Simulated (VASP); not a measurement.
Input of a VASP 6.6.1 run:

INCAR

```
PREC = Accurate ; ENCUT = 520
EDIFF = 1E-6 ; ISMEAR = -1
SIGMA = 0.05 ; LREAL = False
LASPH = True ; NELM = 80
ALGO = Normal ; ISIF = 2
LWAVE = False ; LCHARG = True
GGA = PS ; LELF = True
LVHAR = True ; NBANDS = 13
```

File KPOINTS:

```
Automatic mesh
0
Gamma
  18 18 18
```

POSCAR

```
W
1.0
    0.0000000000      1.6861052312      1.6861052312
    1.6861052312      0.0000000000      1.6861052312
    1.6861052312      1.6861052312      0.0000000000
W
1
Direct
    0.0000000000      0.0000000000      0.0000000000
```

Potentials or basis: VASP PAW PBE potentials, release 64 (W_sv).

Launch:

```sh
$ cat potpaw_PBE.64/W_sv/POTCAR > POTCAR
$ mpirun -np 1 vasp_std > vasp.out
```

Question: What does it give for the pressure?

Answer: 422.7 GPa.

Question: What does it give for the band gap on the k mesh?

Answer: Zero (band 7 reaches 28.56 eV, above the bottom of band 8 at 17.50 eV).

Caveat: the PAW data sets were made with another functional, which shifts forces and pressure a little; spin-orbit coupling is left out, which moves the levels of the heavy elements.
